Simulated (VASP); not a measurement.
Wanted: the native input for a VASP 6.6.1 run.

| Quantity | Value |
| --- | --- |
| Task | single point |
| Functional | LDA |
| Potentials or basis | VASP PAW LDA potentials, release 64 (Pd) |
| Cutoff | 520 eV |
| k mesh | 13 × 13 × 13 |
| Occupations | methfessel-paxton, width 0.1 eV |
| Spin | no spin polarisation |
| Dipole correction | no |
| Further INCAR settings | ALGO = Normal; EDIFF = 1e-06; NBANDS = 17 |

The structure of Pd lies in POSCAR:

```
Pd
1.0
    0.0000000000      2.6362137213      2.6362137213
    2.6362137213      0.0000000000      2.6362137213
    2.6362137213      2.6362137213      0.0000000000
Pd
2
Direct
    0.0000000000      0.0000000000      0.0000000000
    0.2500000000      0.2500000000      0.2500000000
```

These files were run (other wordings do the same):

INCAR

```
SYSTEM = Pd
ALGO = Normal ; EDIFF = 1E-6
ENCUT = 520 ; ISIF = 2
ISMEAR = 1 ; LASPH = .True.
LCHARG = .True. ; LELF = .True.
LREAL = .False. ; LVHAR = .True.
LWAVE = .False. ; NBANDS = 17
NELM = 100 ; PREC = Accurate
SIGMA = 0.1
```

KPOINTS

```
k-points
0
Gamma
  13 13 13
  0 0 0
```

Potentials or basis: VASP PAW LDA potentials, release 64 (Pd).

Run with:

```sh
$ cat potpaw_LDA.64/Pd/POTCAR > POTCAR
$ mpirun -np 1 vasp_std > vasp.out
```

Results of the run:

```yaml
Pressure: 28.5 GPa
Band_gap_on_the_k_mesh: zero (band 10 reaches 7.35 eV, above the bottom of band 11 at 6.74 eV)
```

It took 18 s on 1 thread of Intel(R) Xeon(R) 6975P-C (Granite Rapids), on a shared host, peak memory 0.16 GiB.
